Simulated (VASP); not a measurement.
# LiBr (Fm-3m) in VASP: settings compared

Aim: see how the results for LiBr move with the level of theory and the settings. Levels: PBE+D3(BJ), BLYP, PBE. Tasks: single point.

Everything below comes from runs of VASP 6.6.1. Logs are shortened: lines on timing, memory, paths and dates and some standing lists are left out, and cuts for length are marked.

## Step 1: The cell of the first run

The structure is cubic, space group Fm-3m (No. 225). Conventional cell: a = 5.445 Å, b = 5.445 Å, c = 5.445 Å, α = 90.00°, β = 90.00°, γ = 90.00°. Within 3.6 Å of Li (site symmetry m-3m) lie 6 Br at 2.72 Å. Br (site symmetry m-3m) has 6 Li at 2.72 Å within 3.6 Å.

## Step 2: Single point, PBE+D3(BJ)

File INCAR:

```
SYSTEM = LiBr
  PREC = Accurate
  ENCUT = 750
  EDIFF = 1E-6
  ISMEAR = 0
  SIGMA = 0.1
  LREAL = .False.
  LASPH = .True.
  NELM = 120
  ALGO = Normal
  ISIF = 2
  LWAVE = .False.
  LCHARG = .False.
  GGA = PE
  IVDW = 12
  NELECT = 9.0
  ISYM = 0
  NBANDS = 12
  GGA_COMPAT = .False.
```

File KPOINTS:

```
Automatic mesh
0
Gamma
  1 2 3
  0.25 0.25 0.25
```

File POSCAR:

```
LiBr
1.0
    0.0000000000      2.7226905798      2.7226905798
    2.7226905798      0.0000000000      2.7226905798
    2.7226905798      2.7226905798      0.0000000000
Li Br
1 1
Direct
    0.0000000000      0.0000000000      0.0000000000
    0.5000000000      0.5000000000      0.5000000000
```

Potentials or basis: VASP PAW PBE potentials, release 64 (Li_sv, Br).

Started as:

```
$ cat potpaw_PBE.64/Li_sv/POTCAR potpaw_PBE.64/Br/POTCAR > POTCAR
$ mpirun -np 1 vasp_std > vasp.out
```

OUTCAR:

```text
SYSTEM = LiBr
   PREC = Accurate
   ENCUT = 750
   EDIFF = 1E-6
   ISMEAR = 0
   LREAL = .False.
   LASPH = .True.
   NELM = 120
   ISIF = 2
   GGA = PE
   IVDW = 12
   NELECT = 9.0
   ISYM = 0
 IVDW          = 12

 ion  position               nearest neighbor table
   1  0.000  0.000  0.000-
   2  0.500  0.500  0.500-

IMPORTANT INFORMATION: All symmetrisations will be switched off!
NOSYMM: (Re-)initialisation of all symmetry stuff for point group C_1.

----------------------------------------------------------------------------------------

                                     Primitive cell

  volume of cell :      40.3669

  direct lattice vectors                    reciprocal lattice vectors
     0.000000000  2.722690580  2.722690580    -0.183641874  0.183641874  0.183641874
     2.722690580  0.000000000  2.722690580     0.183641874 -0.183641874  0.183641874
     2.722690580  2.722690580  0.000000000     0.183641874  0.183641874 -0.183641874

  length of vectors
     3.850465944  3.850465944  3.850465944     0.318077056  0.318077056  0.318077056

  position of ions in fractional coordinates (direct lattice)
     0.000000000  0.000000000  0.000000000
     0.500000000  0.500000000  0.500000000

  ion indices of the primitive-cell ions
   primitive index   ion index
                 1           1
                 2           2

----------------------------------------------------------------------------------------

 KPOINTS: Automatic mesh

Automatic generation of k-mesh.
 Grid dimensions read from file:
 generate k-points for:    1    2    3

 Generating k-lattice:

  Cartesian coordinates                     Fractional coordinates (reciprocal lattice)
    -0.183641874  0.183641874  0.183641874     1.000000000  0.000000000  0.000000000
     0.091820937 -0.091820937  0.091820937     0.000000000  0.500000000  0.000000000
     0.061213958  0.061213958 -0.061213958     0.000000000  0.000000000  0.333333333

  Length of vectors
     0.318077056  0.159038528  0.106025685

  Shift w.r.t. Gamma in fractional coordinates (k-lattice)
     0.250000000  0.250000000  0.250000000

 -----------------------------------------------------------------------------
|                                                                             |
|           W    W    AA    RRRRR   N    N  II  N    N   GGGG   !!!           |
|           W    W   A  A   R    R  NN   N  II  NN   N  G    G  !!!           |
|           W    W  A    A  R    R  N N  N  II  N N  N  G       !!!           |
[... 59 lines left out ...]
   NELECT =       9.0000    total number of electrons
   NUPDOWN=      -1.0000    fix difference up-down
   EMIN   =  10.00;   EMAX   =-10.00  energy-range for DOS
   EFERMI =   0.00;   METHOD = LEGACY
   ISMEAR =     0;   SIGMA  =   0.10  broadening in eV -4-tet -1-fermi 0-gaus
   EFERMI_NEDOS =   21; number of points for ismear=-14 and -15
   IALGO  =     38    algorithm
   IMIX   =      4    mixing-type and parameters
     AMIX     =   0.40;   BMIX     =  1.00
     AMIX_MAG =   1.60;   BMIX_MAG =  1.00
  volume/ion in A,a.u.               =      20.18       136.20
  Fermi-wavevector in a.u.,A,eV,Ry     =   0.992691  1.875914 13.407661  0.985435
  Thomas-Fermi vector in A             =   2.124520
   LORBIT       =      0    0 simple, 1 ext, 2 COOP (PROOUT), +10 PAW based schemes
   GGA     = PE    functional components
   LHFCALC =     F    Hartree Fock is set to
   AEXX    =    0.0000 exact exchange contribution
   IVDW    =    12    specifies the selected vdW correction
   LEPSILON=     F    determine dielectric tensor
   LRPA    =     F    only Hartree local field effects (RPA)
 non-spin polarized calculation
 Gauss-broadening in eV      SIGMA  =   0.10
  energy-cutoff  :      750.00
  volume of cell :       40.37
 maximum number of plane-waves:      1893
 NGX is ok and might be reduce to    36
   NGX = 17   NGY = 17   NGZ = 17

 number of electron      10.0000000 magnetization

 number of electron       9.0000001 magnetization

 Free energy of the ion-electron system (eV)
  ---------------------------------------------------
  ext. energy  EPLUGINS =         0.00000000
  ---------------------------------------------------
  free energy    TOTEN  =        -6.62216033 eV

  energy without entropy =       -6.59435282  energy(sigma->0) =       -6.60825658

 E-fermi :  -0.6773     XC(G=0):  -8.0502

 val. band max:       -0.7223663773   @ k =   0.2500   0.1250  -0.2500
 cond. band min:      -0.6228532318   @ k =   0.2500   0.1250   0.0833
 fundamental gap:      0.0995131455
 Fermi energy:        -0.6772520510

 k-point     1 :       0.2500    0.1250    0.0833
  band No.  band energies     occupation
      1     -42.7776      2.00000
      2     -13.7300      2.00000
      3      -1.0261      2.00000
      4      -0.6229      0.44171
      5      -0.2639      0.00000
      6       7.2239      0.00000
      7      10.1602      0.00000
      8      10.5370      0.00000
      9      11.0634      0.00000
     10      11.9734      0.00000
     11      13.9407      0.00000
     12      14.6190      0.00000
[... 61 lines left out ...]
 k-point     6 :       0.2500   -0.3750   -0.2500
  band No.  band energies     occupation
      1     -42.7764      2.00000
      2     -13.3228      2.00000
      3      -2.3744      2.00000
      4      -1.6202      2.00000
      5      -1.0177      2.00000
      6       8.3105      0.00000
      7       9.6738      0.00000
      8      10.3380      0.00000
      9      11.3361      0.00000
     10      14.1311      0.00000
     11      15.8629      0.00000
     12      17.8049      0.00000

------------------------ aborting loop because EDIFF is reached ----------------------------------------

 Edisp (eV)   -0.49549

 E8    (eV) :    -0.2018

  FORCE on cell =-STRESS in cart. coord.  units (eV):
  Direction    XX          YY          ZZ          XY          YZ          ZX
  --------------------------------------------------------------------------------------
  -------------------------------------------------------------------------------------
  Total      -6.83025    -7.74121    -7.65070     0.01656     0.36232    -0.30706
  in kB    -271.09546  -307.25173  -303.65935     0.65710    14.38046   -12.18736
  external pressure =     -294.00 kB  Pullay stress =        0.00 kB

 VOLUME and BASIS-vectors are now :
 -----------------------------------------------------------------------------
  energy-cutoff  :      750.00
  volume of cell :       40.37
      direct lattice vectors                 reciprocal lattice vectors
     0.000000000  2.722690580  2.722690580    -0.183641874  0.183641874  0.183641874
     2.722690580  0.000000000  2.722690580     0.183641874 -0.183641874  0.183641874
     2.722690580  2.722690580  0.000000000     0.183641874  0.183641874 -0.183641874

 POSITION                                       TOTAL-FORCE (eV/Angst)
 -----------------------------------------------------------------------------------
      0.00000      0.00000      0.00000         0.000000     -0.000000      0.000000
      2.72269      2.72269      2.72269        -0.000000      0.000000     -0.000000
 -----------------------------------------------------------------------------------
    total drift:                               -0.000000      0.000001      0.000000

  FREE ENERGIE OF THE ION-ELECTRON SYSTEM (eV)
  ---------------------------------------------------
  free  energy   TOTEN  =        -7.1176460629 eV

  energy  without entropy=       -7.0898385533  energy(sigma->0) =       -7.10374231
```

stdout:

```text
POSCAR found type information on POSCAR LiBr
 POSCAR found :  2 types and       2 ions
 scaLAPACK will be used
 LDA part: xc-table for (Slater+PW92), standard interpolation
 -----------------------------------------------------------------------------
|                                                                             |
|           W    W    AA    RRRRR   N    N  II  N    N   GGGG   !!!           |
|           W    W   A  A   R    R  NN   N  II  NN   N  G    G  !!!           |
[... 14 lines left out ...]

 POSCAR, INCAR and KPOINTS ok, starting setup
 FFT: planning ... GRIDC
 FFT: planning ... GRID_SOFT
 FFT: planning ... GRID
 WAVECAR not read
 entering main loop
 the old and the new charge density differ
 old charge density:    10.00000 new    9.00000
    0.304E+00
```

Wall time 14 s (1 thread of Intel Xeon 8259CL, shared host); peak memory 0.2 GiB.

Results:

```yaml
Free_energy: -7.1176 eV
Dispersion_energy_per_atom: -0.248 eV
```

Caveat: the k points lie up to 2.00 Å⁻¹ apart; the cell carries a net charge on a neutralising background, which shifts energy and pressure; the cell is charged against a uniform background, so pressure and absolute levels hang on convention; three body term missing; an odd number of electrons without spin polarisation forces a metal; a magnetic or distorted state may lie lower; pairwise dispersion overbinds metals, which lowers pressure and volume.

## Step 3: Single point, BLYP

File INCAR:

```
  PREC = Accurate
  ENCUT = 750
  EDIFF = 1E-6
  ISMEAR = 0
  SIGMA = 0.1
  LREAL = F
  LASPH = T
  NELM = 120
  ALGO = Normal
  ISIF = 2
  LWAVE = F
  LCHARG = F
  GGA = B5
  ALDAX = 1.0
  AGGAX = 1.0
  AGGAC = 1.0
  ALDAC = 0.0
  NBANDS = 12
  ISYM = 0
  GGA_COMPAT = F
```

File KPOINTS:

```
Automatic mesh
0
Gamma
  4 1 2
  0.25 0.25 0.25
```

POSCAR is that of step 2.

Potentials or basis: VASP PAW PBE potentials, release 64 (Li_sv, Br).

Started as:

```
$ cat potpaw_PBE.64/Li_sv/POTCAR potpaw_PBE.64/Br/POTCAR > POTCAR
$ mpirun -np 1 vasp_std > vasp.out
```

Wall time 36 s (1 thread of Intel Xeon 8259CL, shared host); peak memory 0.2 GiB.

The run converged, but its numbers aren't listed here, since they failed a check.

Caveat: the k points lie up to 2.00 Å⁻¹ apart; the PAW data sets were made with another functional, which shifts forces and pressure a little.

(Part 1 of 2 ends here.)
